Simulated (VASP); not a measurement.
A run of VASP 6.6.1 is set up as follows.

File INCAR:

```
SYSTEM = InP
PREC = Accurate ; ENCUT = 520
EDIFF = 1E-8 ; ISMEAR = -1
SIGMA = 0.05 ; LREAL = .FALSE.
LASPH = .TRUE. ; NELM = 80
ALGO = Normal ; ISIF = 2
LWAVE = .FALSE. ; LCHARG = .TRUE.
GGA = PE ; IBRION = 8
NSW = 1
```

File KPOINTS:

```
regular mesh
0
G
  6 6 6
  0 0 0
```

The input POSCAR:

```
InP
1.0
    0.0000000000      2.7688340000      2.7688340000
    2.7688340000      0.0000000000      2.7688340000
    2.7688340000      2.7688340000      0.0000000000
In P
1 1
Direct
    0.0000000000      0.0000000000      0.0000000000
    0.5000000000      0.5000000000      0.5000000000
```

Potentials or basis: VASP PAW PBE potentials, release 64 (In_d, P).

Launch:

```console
$ cat potpaw_PBE.64/In_d/POTCAR potpaw_PBE.64/P/POTCAR > POTCAR
$ mpirun -np 1 vasp_std > vasp.out
```

**Question.** Predict the highest phonon frequency at Γ, LO-TO splitting left out.

**Answer.** 168 cm⁻¹.

Phonon frequencies in cm⁻¹ (negative: imaginary):
| q point | frequencies |
| --- | --- |
| (0.000, 0.000, 0.000) | 0 0 0 168 168 168 |
